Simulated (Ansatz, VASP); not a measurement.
# One calculation of Si, two programs

The input INCAR:

```
SYSTEM = Si
PREC = Accurate
ENCUT = 520
EDIFF = 1E-8
ISMEAR = -1
SIGMA = 0.08
LREAL = .FALSE.
LASPH = .TRUE.
NELM = 100
ALGO = Normal
ISIF = 2
LWAVE = .FALSE.
LCHARG = .FALSE.
GGA = CA
LEFG = .TRUE.
NBANDS = 11
```

File KPOINTS:

```
Automatic mesh
0
G
  12 12 12
  0 0 0
```

POSCAR

```
Si
1.0
    0.0000000000      2.6787699606      2.6787699606
    2.6787699606      0.0000000000      2.6787699606
    2.6787699606      2.6787699606      0.0000000000
Si
2
Direct
    0.5000000000      0.5000000000      0.5000000000
    0.7500000000      0.7500000000      0.7500000000
```

Input for Ansatz:

```yaml
crystal:
  lattice:
    - [0.0, 2.6787699606, 2.6787699606]
    - [2.6787699606, 0.0, 2.6787699606]
    - [2.6787699606, 2.6787699606, 0.0]
  atoms:
    - { symbol: Si, position: [0.5, 0.5, 0.5] }
    - { symbol: Si, position: [0.75, 0.75, 0.75] }
kpoints:
  mp_grid: { grid: [12, 12, 12] }
scf:
  occupations: { method: fermi_dirac, width: 0.08 }
hamiltonian:
  xc: lda
  pseudopotentials: { kind: paw }
output:
  forces: true
  stress: true
  eigenvalues: true
  efg: { contact_densities: true }
```

Change from the starting cell: volume scaled by 0.96, PAW files.

Alike in both runs: task electric field gradients; functional LDA; k mesh 12 × 12 × 12; occupations fermi-dirac, width 0.08 eV; no spin polarisation.

|  | VASP | Ansatz |
| --- | --- | --- |
| version | VASP 6.6.1 | Ansatz 0.2.0 |
| potentials or method | VASP PAW LDA potentials, release 64 (Si) | PAW with Ansatz's default frozen-core files, scalar-relativistic |
| plane-wave cutoff (eV) | 520 | 420 |
| valence electrons in the cell | 8 | 8 |

VASP gave:

```
pressure (GPa) : 2.6
```

Q: Which values does Ansatz return?

A: Pressure (GPa): 2.5.

LDA's correlation is that of Perdew and Zunger in VASP and of Perdew and Wang (1992) in Ansatz.
